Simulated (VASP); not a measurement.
# CaF (Fm-3m) in VASP: notebook

CaF is run at these levels: PBE; tasks: single point.

Everything below comes from runs of VASP 6.6.1. Logs are shortened: lines on timing, memory, paths and dates and some standing lists are left out, and cuts for length are marked.

**1. The cell of the first run**

Symmetry: Fm-3m, No. 225, cubic system. The conventional cell has a = 5.049 Å, b = 5.049 Å, c = 5.049 Å, α = 90.00°, β = 90.00°, γ = 90.00°. Ca (site symmetry m-3m) has 6 F at 2.52 Å within 3.3 Å. Within 3.3 Å of F (site symmetry m-3m) lie 6 Ca at 2.52 Å.

The cell was built from a structure type or drawn by symmetry, and may not be a known phase.

**2. Single point, PBE, collinear spin**

INCAR

```
SYSTEM = CaF
ALGO     = Normal         ! electronic algorithm
EDIFF    = 1E-6           ! SCF threshold, eV
ENCUT    = 600            ! plane-wave cutoff, eV
GGA      = PE             ! functional
GGA_COMPAT= .FALSE.      
ISIF     = 2              ! what is computed and relaxed
ISMEAR   = 0              ! smearing method
ISPIN    = 2              ! spin polarisation
LASPH    = .TRUE.         ! aspherical terms in the spheres
LCHARG   = .FALSE.        ! write CHGCAR
LORBIT   = 11             ! projections on sites
LREAL    = .FALSE.        ! projectors in reciprocal space
LWAVE    = .FALSE.        ! write WAVECAR
MAGMOM   = 0 1            ! initial moments
NBANDS   = 20             ! bands
NELM     = 200            ! most SCF steps
PREC     = Accurate       ! precision mode
SIGMA    = 0.1            ! smearing width, eV
```

KPOINTS

```
k-points
0
G
  6 6 6
  0 0 0
```

POSCAR

```
CaF
1.0
    0.0000000000      2.5245235500      2.5245235500
    2.5245235500      0.0000000000      2.5245235500
    2.5245235500      2.5245235500      0.0000000000
Ca F
1 1
Direct
    0.0000000000      0.0000000000      0.0000000000
    0.5000000000      0.5000000000      0.5000000000
```

Potentials or basis: VASP PAW PBE potentials, release 64 (Ca_sv, F).

Started as:

```
$ cat potpaw_PBE.64/Ca_sv/POTCAR potpaw_PBE.64/F/POTCAR > POTCAR
$ mpirun -np 1 vasp_std > vasp.out
```

OUTCAR:

```text
SYSTEM = CaF
   EDIFF = 1E-6
   ENCUT = 600
   GGA = PE
   ISIF = 2
   ISMEAR = 0
   ISPIN = 2
   LASPH = .TRUE.
   LORBIT = 11
   LREAL = .FALSE.
   NELM = 200
   PREC = Accurate

 ion  position               nearest neighbor table
   1  0.000  0.000  0.000-   2 2.52   2 2.52   2 2.52   2 2.52   2 2.52   2 2.52
   2  0.500  0.500  0.500-   1 2.52   1 2.52   1 2.52   1 2.52   1 2.52   1 2.52

  LATTYP: Found a face centered cubic cell.
 ALAT       =     5.0490471000

  Lattice vectors:

 A1 = (   0.0000000000,   2.5245235500,   2.5245235500)
 A2 = (   2.5245235500,   0.0000000000,   2.5245235500)
 A3 = (   2.5245235500,   2.5245235500,   0.0000000000)

Analysis of symmetry for initial positions (statically):
=====================================================================
 Subroutine PRICEL returns:
 Original cell was already a primitive cell.

 Routine SETGRP: Setting up the symmetry group for a
 face centered cubic supercell.

 Subroutine GETGRP returns: Found 48 space group operations
 (whereof 48 operations were pure point group operations)
 out of a pool of 48 trial point group operations.

The static configuration has the point symmetry O_h .

Analysis of symmetry for dynamics (positions and initial velocities):
=====================================================================
 Subroutine PRICEL returns:
 Original cell was already a primitive cell.

 Routine SETGRP: Setting up the symmetry group for a
 face centered cubic supercell.

 Subroutine GETGRP returns: Found 48 space group operations
 (whereof 48 operations were pure point group operations)
 out of a pool of 48 trial point group operations.

The dynamic configuration has the point symmetry O_h .

Analysis of structural, dynamic, and magnetic symmetry:
=====================================================================
 Subroutine PRICEL returns:
 Original cell was already a primitive cell.

 Routine SETGRP: Setting up the symmetry group for a
 face centered cubic supercell.

 Subroutine GETGRP returns: Found 48 space group operations
 (whereof 48 operations were pure point group operations)
 out of a pool of 48 trial point group operations.

The overall configuration has the point symmetry O_h .

[... 105 lines left out ...]
   EFERMI_NEDOS =   21; number of points for ismear=-14 and -15
   IALGO  =     38    algorithm
   IMIX   =      4    mixing-type and parameters
     AMIX     =   0.40;   BMIX     =  1.00
     AMIX_MAG =   1.60;   BMIX_MAG =  1.00
  volume/ion in A,a.u.               =      16.09       108.58
  Fermi-wavevector in a.u.,A,eV,Ry     =   1.323432  2.500924 23.830236  1.751473
  Thomas-Fermi vector in A             =   2.453041
   LORBIT       =     11    0 simple, 1 ext, 2 COOP (PROOUT), +10 PAW based schemes
   GGA     = PE    functional components
   LHFCALC =     F    Hartree Fock is set to
   AEXX    =    0.0000 exact exchange contribution
   IVDW    =     0    specifies the selected vdW correction
   LEPSILON=     F    determine dielectric tensor
   LRPA    =     F    only Hartree local field effects (RPA)
 spin polarized calculation
 Gauss-broadening in eV      SIGMA  =   0.10
  energy-cutoff  :      600.00
  volume of cell :       32.18
 maximum number of plane-waves:      1090
 NGX is ok and might be reduce to    30
   NGX = 15   NGY = 15   NGZ = 15

 number of electron      16.9999996 magnetization       0.0002676

 number of electron      16.9999996 magnetization      -0.0000095

 Free energy of the ion-electron system (eV)
  ---------------------------------------------------
  ext. energy  EPLUGINS =         0.00000000
  ---------------------------------------------------
  free energy    TOTEN  =        -8.26639698 eV

  energy without entropy =       -8.26186995  energy(sigma->0) =       -8.26413346

 E-fermi :   6.1819     XC(G=0):  -9.8935

 val. band max:        6.0451302478   @ k =   0.3333   0.0000   0.0000
 cond. band min:       6.2490470313   @ k =   0.5000   0.3333   0.1667
 fundamental gap:      0.2039167835
 Fermi energy:         6.1818926723

 spin component 1

 k-point     1 :       0.0000    0.0000    0.0000
  band No.  band energies     occupation
      1     -36.3667      1.00000
      2     -20.6652      1.00000
      3     -17.2389      1.00000
      4     -17.2389      1.00000
      5     -17.2389      1.00000
      6      -1.8672      1.00000
[... 344 lines left out ...]
      6      -2.4052      1.00000
[... 12 lines left out ...]
     19      22.4729      0.00000
     20      26.0317      0.00000
 Fermi energy:         6.1818926723

 spin component 2

 k-point     1 :       0.0000    0.0000    0.0000
  band No.  band energies     occupation
      1     -36.3667      1.00000
      2     -20.6651      1.00000
      3     -17.2389      1.00000
      4     -17.2389      1.00000
      5     -17.2389      1.00000
      6      -1.8671      1.00000
[... 357 lines left out ...]
     19      22.4728      0.00000
     20      26.0316      0.00000

------------------------ aborting loop because EDIFF is reached ----------------------------------------

  FORCE on cell =-STRESS in cart. coord.  units (eV):
  Direction    XX          YY          ZZ          XY          YZ          ZX
  --------------------------------------------------------------------------------------
  -------------------------------------------------------------------------------------
  Total        1.5158697      1.5158697      1.5158697     -0.0000000      0.0000000      0.0000000
  in kB       75.4751860     75.4751860     75.4751860     -0.0000000      0.0000000      0.0000000
  external PRESSURE =      75.4751860 kB  Pullay stress =       0.0000000 kB

 VOLUME and BASIS-vectors are now :
 -----------------------------------------------------------------------------
  energy-cutoff  :      600.00
  volume of cell :       32.18
      direct lattice vectors                 reciprocal lattice vectors
     0.000000000  2.524523550  2.524523550    -0.198057174  0.198057174  0.198057174
     2.524523550  0.000000000  2.524523550     0.198057174 -0.198057174  0.198057174
     2.524523550  2.524523550  0.000000000     0.198057174  0.198057174 -0.198057174

 POSITION                                       TOTAL-FORCE (eV/Angst)
 -----------------------------------------------------------------------------------
      0.00000      0.00000      0.00000         0.000000     -0.000000      0.000000
      2.52452      2.52452      2.52452        -0.000000      0.000000     -0.000000
 -----------------------------------------------------------------------------------
    total drift:                                0.000000      0.000000      0.000000

  FREE ENERGIE OF THE ION-ELECTRON SYSTEM (eV)
  ---------------------------------------------------
  free  energy   TOTEN  =        -8.2663969778 eV

  energy  without entropy=       -8.2618699516  energy(sigma->0) =       -8.26413346

 total charge

# of ion       s       p       d       tot
------------------------------------------
    1        2.066   5.830   0.321   8.217
    2        1.749   4.323   0.000   6.072
--------------------------------------------------
tot          3.815  10.153   0.321  14.289

 magnetization (x)

# of ion       s       p       d       tot
------------------------------------------
    1        0.000  -0.000  -0.000  -0.000
    2       -0.000   0.000   0.000   0.000
--------------------------------------------------
tot          0.000   0.000  -0.000  -0.000
```

stdout:

```text
POSCAR found type information on POSCAR CaF
 POSCAR found :  2 types and       2 ions
 scaLAPACK will be used
 LDA part: xc-table for (Slater+PW92), standard interpolation
 POSCAR, INCAR and KPOINTS ok, starting setup
 FFT: planning ... GRIDC
 FFT: planning ... GRID_SOFT
 FFT: planning ... GRID
 WAVECAR not read
 entering main loop
```

Run time: 27 s. Hardware: 1 thread of Intel Xeon Platinum 8375C at 2.90GHz (Ice Lake), shared host; peak memory 0.19 GiB.

Results:

```
Free energy                                           : -8.2664 eV
Pressure                                              : 7.5 GPa
Net moment                                            : 0.00 μB per cell
Valence electrons inside the program's atomic spheres : Ca 8.22; F 6.07
```

Caveat: the cell stands under pressure.

**3. Single point, PBE, collinear spin**

This run uses another cell than the first one, of 18.41 Å³/atom.

INCAR

```
SYSTEM = CaF
PREC = Accurate
ENCUT = 600
EDIFF = 1E-6
ISMEAR = 0
SIGMA = 0.1
LREAL = .FALSE.
LASPH = .TRUE.
NELM = 200
ALGO = Normal
ISIF = 2
LWAVE = .FALSE.
LCHARG = .FALSE.
ISPIN = 2
MAGMOM = 0 1
LORBIT = 11
GGA = PE
NBANDS = 20
GGA_COMPAT = .FALSE.
```

KPOINTS

```
regular mesh
0
G
  6 6 6
  0 0 0
```

POSCAR

```
CaF
1.0
    0.0000000000      2.6405748037      2.6405748037
    2.6405748037      0.0000000000      2.6405748037
    2.6405748037      2.6405748037      0.0000000000
Ca F
1 1
Direct
    0.0000000000      0.0000000000      0.0000000000
    0.5000000000      0.5000000000      0.5000000000
```

Potentials or basis: VASP PAW PBE potentials, release 64 (Ca_sv, F).

Started as:

```
$ cat potpaw_PBE.64/Ca_sv/POTCAR potpaw_PBE.64/F/POTCAR > POTCAR
$ mpirun -np 1 vasp_std > vasp.out
```

OUTCAR:

```text
SYSTEM = CaF
   PREC = Accurate
   ENCUT = 600
   EDIFF = 1E-6
   ISMEAR = 0
   LREAL = .FALSE.
   LASPH = .TRUE.
   NELM = 200
   ISIF = 2
   ISPIN = 2
   LORBIT = 11
   GGA = PE

 ion  position               nearest neighbor table
   1  0.000  0.000  0.000-
   2  0.500  0.500  0.500-

  LATTYP: Found a face centered cubic cell.
 ALAT       =     5.2811496074

  Lattice vectors:

 A1 = (   0.0000000000,   2.6405748037,   2.6405748037)
 A2 = (   2.6405748037,   0.0000000000,   2.6405748037)
 A3 = (   2.6405748037,   2.6405748037,   0.0000000000)

Analysis of symmetry for initial positions (statically):
[... 938 lines left out ...]

 VOLUME and BASIS-vectors are now :
 -----------------------------------------------------------------------------
  energy-cutoff  :      600.00
  volume of cell :       36.82
      direct lattice vectors                 reciprocal lattice vectors
     0.000000000  2.640574804  2.640574804    -0.189352712  0.189352712  0.189352712
     2.640574804  0.000000000  2.640574804     0.189352712 -0.189352712  0.189352712
     2.640574804  2.640574804  0.000000000     0.189352712  0.189352712 -0.189352712

 POSITION                                       TOTAL-FORCE (eV/Angst)
 -----------------------------------------------------------------------------------
      0.00000      0.00000      0.00000         0.000000     -0.000000      0.000000
      2.64057      2.64057      2.64057        -0.000000      0.000000     -0.000000
 -----------------------------------------------------------------------------------
    total drift:                                0.000000      0.000000      0.000000

  FREE ENERGIE OF THE ION-ELECTRON SYSTEM (eV)
  ---------------------------------------------------
  free  energy   TOTEN  =        -8.3721672804 eV

  energy  without entropy=       -8.3691045850  energy(sigma->0) =       -8.37063593

 total charge

# of ion       s       p       d       tot
------------------------------------------
    1        2.060   5.823   0.268   8.151
    2        1.748   4.299   0.000   6.047
--------------------------------------------------
tot          3.808  10.122   0.268  14.197

 magnetization (x)

# of ion       s       p       d       tot
------------------------------------------
    1       -0.000  -0.000  -0.000  -0.000
    2       -0.000   0.000   0.000   0.000
--------------------------------------------------
tot         -0.000   0.000  -0.000  -0.000
```

OSZICAR:

```text
N       E                     dE             d eps       ncg     rms          rms(c)
DAV:   1     0.147651167032E+03    0.14765E+03   -0.92321E+03  1280   0.937E+02
DAV:   2    -0.226692241062E+01   -0.14992E+03   -0.14211E+03  1372   0.262E+02
DAV:   3    -0.838958265369E+01   -0.61227E+01   -0.60613E+01  1712   0.509E+01
DAV:   4    -0.857064624261E+01   -0.18106E+00   -0.18097E+00  1740   0.730E+00
DAV:   5    -0.857148367746E+01   -0.83743E-03   -0.83741E-03  1596   0.479E-01    0.844E+00
DAV:   6    -0.838962661511E+01    0.18186E+00   -0.15163E+00  1456   0.730E+00    0.279E+00
DAV:   7    -0.838015404202E+01    0.94726E-02   -0.78952E-02  1392   0.210E+00    0.132E+00
DAV:   8    -0.836984719444E+01    0.10307E-01   -0.24910E-02  1580   0.139E+00    0.411E-01
DAV:   9    -0.837202185888E+01   -0.21747E-02   -0.14114E-03  1536   0.278E-01    0.102E-01
DAV:  10    -0.837211351575E+01   -0.91657E-04   -0.25426E-04  1540   0.108E-01    0.399E-02
DAV:  11    -0.837215571045E+01   -0.42195E-04   -0.45963E-05  1804   0.438E-02    0.163E-02
DAV:  12    -0.837216594254E+01   -0.10232E-04   -0.12450E-05  1492   0.257E-02    0.782E-03
DAV:  13    -0.837216733983E+01   -0.13973E-05   -0.40816E-06  1664   0.151E-02    0.376E-03
DAV:  14    -0.837216728041E+01    0.59413E-07   -0.35119E-07  1248   0.398E-03
   1 F= -.83721673E+01 E0= -.83706359E+01  d E =-.306270E-02  mag=    -0.0001
```

It took 33 s on 1 thread of Intel Xeon Platinum 8375C at 2.90GHz (Ice Lake), shared host; peak memory 0.19 GiB.

Results:

| Quantity | Value |
| --- | --- |
| Free energy | -8.3722 eV |
| Pressure | 0.2 GPa |
| Net moment | 0.00 μB per cell |
| Valence electrons inside the program's atomic spheres | Ca 8.15; F 6.05 |
